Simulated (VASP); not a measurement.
# TiH (Fm-3m) in VASP: notebook

TiH is run at these levels: LDA; tasks: single point.

Program: VASP 6.6.1. These are calculated values, not measurements. Logs are shortened: lines on timing, memory, paths and dates and some standing lists are left out, and cuts for length are marked.

## (1) The cell of the first run

It takes space group Fm-3m (No. 225, cubic). The conventional cell has a = 4.094 Å, b = 4.094 Å, c = 4.094 Å, α = 90.00°, β = 90.00°, γ = 90.00°. Within 2.7 Å of Ti (site symmetry m-3m) lie 6 H at 2.05 Å. H (site symmetry m-3m) has 6 Ti at 2.05 Å within 2.7 Å.

## (2) Single point, LDA

INCAR reads:

```
SYSTEM = TiH
PREC = Accurate
ENCUT = 500
EDIFF = 1E-6
ISMEAR = -1
SIGMA = 0.1
LREAL = .FALSE.
LASPH = .TRUE.
NELM = 120
ALGO = Normal
ISIF = 2
LWAVE = .FALSE.
LCHARG = .FALSE.
GGA = CA
NBANDS = 14
GGA_COMPAT = .FALSE.
```

KPOINTS reads:

```
Automatic mesh
0
G
  12 12 12
  0 0 0
```

POSCAR reads:

```
TiH
1.0
    0.0000000000      2.0470381526      2.0470381526
    2.0470381526      0.0000000000      2.0470381526
    2.0470381526      2.0470381526      0.0000000000
Ti H
1 1
Direct
    0.0000000000      0.0000000000      0.0000000000
    0.5000000000      0.5000000000      0.5000000000
```

Potentials or basis: VASP PAW LDA potentials, release 64 (Ti_sv, H).

Run with:

```sh
$ cat potpaw_LDA.64/Ti_sv/POTCAR potpaw_LDA.64/H/POTCAR > POTCAR
$ mpirun -np 1 vasp_std > vasp.out
```

OUTCAR:

```text
SYSTEM = TiH
   PREC = Accurate
   ENCUT = 500
   EDIFF = 1E-6
   ISMEAR = -1
   LREAL = .FALSE.
   LASPH = .TRUE.
   NELM = 120
   ISIF = 2
   GGA = CA

 ion  position               nearest neighbor table
   1  0.000  0.000  0.000-
   2  0.500  0.500  0.500-

  LATTYP: Found a face centered cubic cell.
 ALAT       =     4.0940763052

  Lattice vectors:

 A1 = (   0.0000000000,   2.0470381526,   2.0470381526)
 A2 = (   2.0470381526,   0.0000000000,   2.0470381526)
 A3 = (   2.0470381526,   2.0470381526,   0.0000000000)

Analysis of symmetry for initial positions (statically):
=====================================================================
 Subroutine PRICEL returns:
 Original cell was already a primitive cell.

 Routine SETGRP: Setting up the symmetry group for a
 face centered cubic supercell.

 Subroutine GETGRP returns: Found 48 space group operations
 (whereof 48 operations were pure point group operations)
 out of a pool of 48 trial point group operations.

The static configuration has the point symmetry O_h .

Analysis of symmetry for dynamics (positions and initial velocities):
=====================================================================
 Subroutine PRICEL returns:
 Original cell was already a primitive cell.

 Routine SETGRP: Setting up the symmetry group for a
 face centered cubic supercell.

 Subroutine GETGRP returns: Found 48 space group operations
 (whereof 48 operations were pure point group operations)
 out of a pool of 48 trial point group operations.

The dynamic configuration has the point symmetry O_h .

 Subroutine INISYM returns: Found 48 space group operations
 (whereof 48 operations are pure point group operations),
 and found     1 'primitive' translations

----------------------------------------------------------------------------------------

                                     Primitive cell

  volume of cell :      17.1557

  direct lattice vectors                    reciprocal lattice vectors
     0.000000000  2.047038153  2.047038153    -0.244255340  0.244255340  0.244255340
     2.047038153  0.000000000  2.047038153     0.244255340 -0.244255340  0.244255340
     2.047038153  2.047038153  0.000000000     0.244255340  0.244255340 -0.244255340

  length of vectors
     2.894949118  2.894949118  2.894949118     0.423062659  0.423062659  0.423062659

  position of ions in fractional coordinates (direct lattice)
     0.000000000  0.000000000  0.000000000
     0.500000000  0.500000000  0.500000000

  ion indices of the primitive-cell ions
   primitive index   ion index
                 1           1
                 2           2

----------------------------------------------------------------------------------------

 KPOINTS: Automatic mesh

Automatic generation of k-mesh.
 Grid dimensions read from file:
 generate k-points for:   12   12   12

 Generating k-lattice:

  Cartesian coordinates                     Fractional coordinates (reciprocal lattice)
    -0.020354612  0.020354612  0.020354612     0.083333333  0.000000000  0.000000000
     0.020354612 -0.020354612  0.020354612     0.000000000  0.083333333  0.000000000
     0.020354612  0.020354612 -0.020354612     0.000000000  0.000000000  0.083333333

  Length of vectors
     0.035255222  0.035255222  0.035255222

  Shift w.r.t. Gamma in fractional coordinates (k-lattice)
     0.000000000  0.000000000  0.000000000

 Subroutine IBZKPT returns following result:
 ===========================================

 Found     72 irreducible k-points:

 Following reciprocal coordinates:
            Coordinates               Weight
  0.000000  0.000000  0.000000      1.000000
  0.083333  0.000000  0.000000      8.000000
  0.166667  0.000000  0.000000      8.000000
  0.250000  0.000000  0.000000      8.000000
  0.333333  0.000000  0.000000      8.000000
  0.416667  0.000000  0.000000      8.000000
[... 16 lines left out ...]
  0.500000  0.166667  0.000000     24.000000
 -0.416667  0.166667  0.000000     24.000000
 [... further k-points ...]
   k-points           NKPTS =     72   k-points in BZ     NKDIM =     72   number of bands    NBANDS=     14
   number of dos      NEDOS =    301   number of ions     NIONS =      2
   total plane-waves  NPLWV =  13824
   dimension x,y,z NGX =    24 NGY =   24 NGZ =   24
   dimension x,y,z NGXF=    48 NGYF=   48 NGZF=   48
   ions per type =               1   1
   NGX,Y,Z   is equivalent  to a cutoff of  13.78, 13.78, 13.78 a.u.
   NGXF,Y,Z  is equivalent  to a cutoff of  27.56, 27.56, 27.56 a.u.
 SYSTEM =  TiH
   PREC   = accura    normal or accurate (medium, high low for compatibility)
   ISTART =      0    job   : 0-new  1-cont  2-samecut
   ICHARG =      2    charge: 1-file 2-atom 10-const
   ISPIN  =      1    spin polarized calculation?
   LNONCOLLINEAR =      F non collinear calculations
   LSORBIT =      F    spin-orbit coupling
   LASPH  =      T    aspherical Exc in radial PAW
   ENCUT  =  500.0 eV  36.75 Ry    6.06 a.u.   5.28  5.28  5.28*2*pi/ulx,y,z
   NELM   =    120;   NELMIN=  2; NELMDL= -5     # of ELM steps
   EDIFF  = 0.1E-05   stopping-criterion for ELM
   LREAL  =      F    real-space projection
[... 7 lines left out ...]
   TEBEG  =    0.0;   TEEND  =   0.0 temperature during run
   PSTRESS=    0.0 pullay stress
   NELECT =      13.0000    total number of electrons
   NUPDOWN=      -1.0000    fix difference up-down
   EMIN   =  10.00;   EMAX   =-10.00  energy-range for DOS
   EFERMI =   0.00;   METHOD = LEGACY
   ISMEAR =    -1;   SIGMA  =   0.10  broadening in eV -4-tet -1-fermi 0-gaus
   EFERMI_NEDOS =   21; number of points for ismear=-14 and -15
   IALGO  =     38    algorithm
   IMIX   =      4    mixing-type and parameters
     AMIX     =   0.40;   BMIX     =  1.00
     AMIX_MAG =   1.60;   BMIX_MAG =  1.00
  volume/ion in A,a.u.               =       8.58        57.89
  Fermi-wavevector in a.u.,A,eV,Ry     =   1.492519  2.820453 30.308535  2.227614
  Thomas-Fermi vector in A             =   2.605037
   LORBIT       =      0    0 simple, 1 ext, 2 COOP (PROOUT), +10 PAW based schemes
   GGA     = CA    functional components
   LHFCALC =     F    Hartree Fock is set to
   AEXX    =    0.0000 exact exchange contribution
   IVDW    =     0    specifies the selected vdW correction
   LEPSILON=     F    determine dielectric tensor
   LRPA    =     F    only Hartree local field effects (RPA)
 non-spin polarized calculation
  energy-cutoff  :      500.00
  volume of cell :       17.16
 maximum number of plane-waves:       448
 NGX is ok and might be reduce to    24
   NGX = 11   NGY = 11   NGZ = 11

 number of electron      13.0000003 magnetization

 Free energy of the ion-electron system (eV)
  ---------------------------------------------------
  ext. energy  EPLUGINS =         0.00000000
  ---------------------------------------------------
  free energy    TOTEN  =       -12.92296120 eV

  energy without entropy =      -12.86276387  energy(sigma->0) =      -12.89286254

 E-fermi :   9.2551     XC(G=0): -12.5022

 val. band max:        9.2528811053   @ k =   0.5000   0.1667   0.0000
 cond. band min:       9.2615216990   @ k =   0.4167   0.3333   0.0833
 fundamental gap:      0.0086405937
 Fermi energy:         9.2550793672

 k-point     1 :       0.0000    0.0000    0.0000
  band No.  band energies     occupation
      1     -46.6845      2.00000
      2     -22.9245      2.00000
      3     -22.9245      2.00000
      4     -22.9245      2.00000
      5      -0.4218      2.00000
      6       9.9319      0.00230
      7       9.9319      0.00230
      8       9.9319      0.00230
      9      11.5075      0.00000
     10      11.5075      0.00000
     11      20.6313      0.00000
     12      24.2288      0.00000
     13      26.0627      0.00000
     14      26.0627      0.00000

 k-point     2 :       0.0833    0.0000    0.0000
  band No.  band energies     occupation
      1     -46.6749      2.00000
      2     -22.9801      2.00000
      3     -22.9308      2.00000
      4     -22.9308      2.00000
      5      -0.2154      2.00000
      6       9.7697      0.01158
      7      10.0121      0.00103
      8      10.0121      0.00103
      9      11.4331      0.00000
     10      11.4331      0.00000
     11      19.7555      0.00000
     12      24.4151      0.00000
     13      26.3070      0.00000
     14      26.3070      0.00000

 k-point     3 :       0.1667    0.0000    0.0000
  band No.  band energies     occupation
      1     -46.6484      2.00000
      2     -23.1301      2.00000
      3     -22.9481      2.00000
      4     -22.9481      2.00000
      5       0.3797      2.00000
      6       9.3104      0.73041
      7      10.1417      0.00028
      8      10.1417      0.00028
      9      11.3529      0.00000
     10      11.3529      0.00000
     11      18.2383      0.00000
     12      24.4517      0.00000
     13      26.9366      0.00000
     14      26.9366      0.00000

 k-point     4 :       0.2500    0.0000    0.0000
  band No.  band energies     occupation
      1     -46.6120      2.00000
      2     -23.3307      2.00000
      3     -22.9716      2.00000
      4     -22.9716      2.00000
      5       1.2897      2.00000
      6       8.6001      1.99714
      7      10.0458      0.00074
      8      10.0458      0.00074
      9      11.5951      0.00000
     10      11.5951      0.00000
     11      17.0465      0.00000
     12      23.3886      0.00000
     13      27.6819      0.00000
     14      27.6819      0.00000

 k-point     5 :       0.3333    0.0000    0.0000
  band No.  band energies     occupation
      1     -46.5752      2.00000
      2     -23.5267      2.00000
      3     -22.9949      2.00000
      4     -22.9949      2.00000
      5       2.4044      2.00000
      6       7.6803      2.00000
      7       9.7797      0.01048
      8       9.7797      0.01048
      9      12.1041      0.00000
     10      12.1041      0.00000
     11      16.5074      0.00000
[... 276 lines left out ...]
 k-point    22 :       0.4167    0.1667    0.0000
  band No.  band energies     occupation
      1     -46.5457      2.00000
      2     -23.5481      2.00000
      3     -23.0928      2.00000
      4     -23.0629      2.00000
      5       2.8177      2.00000
      6       7.5284      2.00000
      7       9.2043      1.24870
      8      10.3115      0.00005
      9      12.2630      0.00000
     10      12.7185      0.00000
     11      16.8292      0.00000
     12      20.7658      0.00000
     13      24.3174      0.00000
     14      26.5118      0.00000

 k-point    23 :       0.5000    0.1667    0.0000
  band No.  band energies     occupation
      1     -46.5268      2.00000
      2     -23.6312      2.00000
      3     -23.1327      2.00000
      4     -23.0619      2.00000
      5       3.5710      2.00000
      6       6.8676      2.00000
      7       9.2529      1.01099
      8      10.0923      0.00046
      9      12.8198      0.00000
     10      12.8437      0.00000
     11      16.7573      0.00000
     12      19.5563      0.00000
     13      24.7481      0.00000
     14      25.4556      0.00000

 k-point    24 :      -0.4167    0.1667    0.0000
  band No.  band energies     occupation
      1     -46.5243      2.00000
      2     -23.6390      2.00000
      3     -23.1581      2.00000
      4     -23.0457      2.00000
      5       3.7999      2.00000
      6       6.7060      2.00000
      7       9.2277      1.13615
      8       9.9863      0.00133
      9      12.5357      0.00000
     10      13.1836      0.00000
     11      16.8580      0.00000
     12      19.3322      0.00000
     13      24.6194      0.00000
     14      25.7119      0.00000

 [... further k-points ...]
[... 5 lines left out ...]
  --------------------------------------------------------------------------------------
  -------------------------------------------------------------------------------------
  Total        0.1466438      0.1466438      0.1466438      0.0000000      0.0000000      0.0000000
  in kB       13.6951419     13.6951419     13.6951419      0.0000000      0.0000000      0.0000000
  external PRESSURE =      13.6951419 kB  Pullay stress =       0.0000000 kB

 VOLUME and BASIS-vectors are now :
 -----------------------------------------------------------------------------
  energy-cutoff  :      500.00
  volume of cell :       17.16
      direct lattice vectors                 reciprocal lattice vectors
     0.000000000  2.047038153  2.047038153    -0.244255340  0.244255340  0.244255340
     2.047038153  0.000000000  2.047038153     0.244255340 -0.244255340  0.244255340
     2.047038153  2.047038153  0.000000000     0.244255340  0.244255340 -0.244255340

 POSITION                                       TOTAL-FORCE (eV/Angst)
 -----------------------------------------------------------------------------------
      0.00000      0.00000      0.00000         0.000000      0.000000     -0.000000
      2.04704      2.04704      2.04704        -0.000000      0.000000      0.000000
 -----------------------------------------------------------------------------------
    total drift:                                0.000000     -0.000000     -0.000000

  FREE ENERGIE OF THE ION-ELECTRON SYSTEM (eV)
  ---------------------------------------------------
  free  energy   TOTEN  =       -12.9229612048 eV

  energy  without entropy=      -12.8627638706  energy(sigma->0) =      -12.89286254
```

Wall time 37 s (1 thread of Intel Xeon 8259CL, shared host); peak memory 0.14 GiB.

Results:

| Quantity | Value |
| --- | --- |
| Free energy | -12.9230 eV |
| Pressure | 1.4 GPa |

Levels at points of the mesh, in eV from the Fermi level:
| k point | band 4 | band 5 | band 6 | band 7 | band 8 | band 9 |
| --- | --- | --- | --- | --- | --- | --- |
| (0.00, 0.00, 0.00) | -32.18 | -9.68 | 0.68 | 0.68 | 0.68 | 2.25 |
| (0.50, 0.00, 0.00) | -32.27 | -4.98 | -3.27 | 0.22 | 0.22 | 3.51 |
| (0.50, 0.50, 0.00) | -32.45 | -7.10 | -2.04 | 1.92 | 3.40 | 3.91 |

## (3) Single point, LDA

This run uses another cell than the first one, of 8.85 Å³/atom, 1.032 times its volume.

INCAR reads:

```
SYSTEM = TiH
PREC = Accurate ; ENCUT = 500
EDIFF = 1E-6 ; ISMEAR = -1
SIGMA = 0.1 ; LREAL = .False.
LASPH = .True. ; NELM = 120
ALGO = Normal ; ISIF = 2
LWAVE = .False. ; LCHARG = .False.
NBANDS = 14 ; GGA_COMPAT = .False.
```

KPOINTS reads:

```
regular mesh
0
Gamma
  12 12 12
  0 0 0
```

POSCAR reads:

```
TiH
1.0
    0.0000000000      2.0685875062      2.0685875062
    2.0685875062      0.0000000000      2.0685875062
    2.0685875062      2.0685875062      0.0000000000
Ti H
1 1
Direct
    0.0000000000      0.0000000000      0.0000000000
    0.5000000000      0.5000000000      0.5000000000
```

Potentials or basis: VASP PAW LDA potentials, release 64 (Ti_sv, H).

Run with:

```sh
$ cat potpaw_LDA.64/Ti_sv/POTCAR potpaw_LDA.64/H/POTCAR > POTCAR
$ mpirun -np 1 vasp_std > vasp.out
```

It took 39 s on 1 thread of Intel Xeon 8259CL, shared host; peak memory 0.14 GiB.

The run converged. Its results:

* Free energy: -12.9199 eV
* Pressure: -3.5 GPa

Levels at points of the mesh, in eV from the Fermi level:
| k point | band 2 | band 3 | band 4 | band 5 | band 6 | band 7 | band 8 | band 9 | band 10 | band 11 |
| --- | --- | --- | --- | --- | --- | --- | --- | --- | --- | --- |
| (0.00, 0.00, 0.00) | -32.26 | -32.26 | -32.26 | -9.54 | 0.67 | 0.67 | 0.67 | 2.17 | 2.17 | 11.06 |
| (0.50, 0.00, 0.00) | -32.98 | -32.35 | -32.35 | -4.95 | -3.19 | 0.23 | 0.23 | 3.38 | 3.38 | 7.45 |
| (0.50, 0.50, 0.00) | -32.90 | -32.50 | -32.50 | -6.92 | -1.95 | 1.80 | 3.27 | 3.76 | 3.76 | 6.94 |

## (4) Single point, LDA

This run uses another cell than the first one, of 9.13 Å³/atom, 1.064 times its volume.

INCAR reads:

```
ALGO = Normal ; EDIFF = 1E-6
ENCUT = 500 ; GGA = CA
GGA_COMPAT = False ; ISIF = 2
ISMEAR = -1 ; LASPH = True
LCHARG = False ; LREAL = False
LWAVE = False ; NBANDS = 14
NELM = 120 ; PREC = Accurate
SIGMA = 0.1
```

KPOINTS reads:

```
k-points
0
Gamma
  12 12 12
```

POSCAR reads:

```
TiH
1.0
    0.0000000000      2.0896970000      2.0896970000
    2.0896970000      0.0000000000      2.0896970000
    2.0896970000      2.0896970000      0.0000000000
Ti H
1 1
Direct
    0.0000000000      0.0000000000      0.0000000000
    0.5000000000      0.5000000000      0.5000000000
```

Run with:

```sh
$ cat potpaw_LDA.64/Ti_sv/POTCAR potpaw_LDA.64/H/POTCAR > POTCAR
$ mpirun -np 1 vasp_std > vasp.out
```

Run time: 25 s. Hardware: 1 thread of Intel Xeon 8259CL, shared host; peak memory 0.14 GiB.

The run converged. Its results:

```
Free energy : -12.9015 eV
Pressure    : -7.7 GPa
```

Levels at points of the mesh, in eV from the Fermi level:
```
           k point  band 3  band 4  band 5  band 6  band 7  band 8  band 9  band 10
(0.00, 0.00, 0.00)  -32.34  -32.34   -9.40    0.66    0.66    0.66    2.10     2.10
(0.50, 0.00, 0.00)  -32.42  -32.42   -4.92   -3.11    0.24    0.24    3.25     3.25
(0.50, 0.50, 0.00)  -32.56  -32.56   -6.75   -1.86    1.68    3.15    3.62     3.62
```

## (5) Summary

```csv
cell,gap on the mesh (eV),pressure (GPa)
"a = 2.895 Å, angles 60.0°, 2 atoms",none,1.4
"a = 2.925 Å, angles 60.0°, 2 atoms",none,-3.5
"a = 2.955 Å, angles 60.0°, 2 atoms",none,-7.7
```

Alike in all rows: task single point; level LDA; potentials or basis VASP PAW LDA potentials, release 64 (Ti_sv, H); no spin polarisation; k mesh 12 × 12 × 12; cutoff (eV) 500; smearing fermi-dirac 0.1 eV.

Total energies depend on the potentials used, so only differences within one code and one set of settings carry meaning.
